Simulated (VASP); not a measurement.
Input of a VASP 6.6.1 run:

Contents of INCAR:

```
PREC = Accurate ; ENCUT = 520
EDIFF = 1E-7 ; ISMEAR = 0
SIGMA = 0.1 ; LREAL = False
LASPH = True ; NELM = 100
ALGO = Normal ; ISIF = 2
LWAVE = False ; LCHARG = False
GGA = PE ; NBANDS = 34
```

File KPOINTS:

```
regular mesh
0
Gamma
  12 12 4
```

File POSCAR:

```
In3O2
1.0
    3.5874032320      0.0000000000      0.0000000000
   -1.7937016160      3.1067823325      0.0000000000
    0.0000000000      0.0000000000      9.9336433846
In O
3 2
Direct
    0.0000000000      0.0000000000      0.6539896357
    0.0000000000      0.0000000000      0.3460103643
    0.6666666667      0.3333333333      0.0000000000
    0.6666666667      0.3333333333      0.5000000000
    0.3333333333      0.6666666667      0.0000000000
```

Potentials or basis: VASP PAW PBE potentials, release 64 (In_d, O).

Command:

```bash
$ cat potpaw_PBE.64/In_d/POTCAR potpaw_PBE.64/O/POTCAR > POTCAR
$ mpirun -np 1 vasp_std > vasp.out
```

Problem. What does it give for the largest force?

Solution. 0.016 eV/Å.

Problem. What does it give for the band gap on the k mesh?

Solution. Zero (an odd number of electrons rules out a gap without spin polarisation).

Problem. Predict the pressure.

Solution. 0.1 GPa.

Stress tensor (GPa, compression positive):
```
 0.15  0.00  0.00
 0.00  0.15  0.00
 0.00  0.00 -0.07
```

Caveat: spin-orbit coupling is left out, which moves the levels of the heavy elements; an odd number of electrons without spin polarisation forces a metal; a magnetic or distorted state may lie lower.
